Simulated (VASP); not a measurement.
MgGe5N, 7 atoms in the cell. The typed cell holds 7 atoms: a = 3.864 Å, b = 3.855 Å, c = 10.074 Å, α = 90.04°, β = 89.97°, γ = 120.12°. 

| Property | Result |
| --- | --- |
| Program | VASP 6.6.1 |
| Task | single point |
| Functional | PBE |
| Potentials or basis | VASP PAW PBE potentials, release 64 (Mg, Ge_d, N) |
| Cutoff | 520 eV |
| k mesh | 6 × 6 × 2 |
| Occupations | gaussian, width 0.2 eV |
| Spin | no spin polarisation |
| Dipole correction | no |
| Further INCAR settings | ALGO = Normal; EDIFF = 1e-07; NBANDS = 48 |

Potentials or basis: VASP PAW PBE potentials, release 64 (Mg, Ge_d, N).

Command:

```console
$ cat potpaw_PBE.64/Mg/POTCAR potpaw_PBE.64/Ge_d/POTCAR potpaw_PBE.64/N/POTCAR > POTCAR
$ mpirun -np 1 vasp_std > vasp.out
```

Hardware: 1 thread of Intel Xeon 8259CL (shared host).

Problem. Estimate the wall time of this run.

Solution. Wall time 8.1 min on 1 thread of Intel Xeon 8259CL, on a shared host, peak memory 0.38 GiB. Counts: scf iterations 17, k points 40.
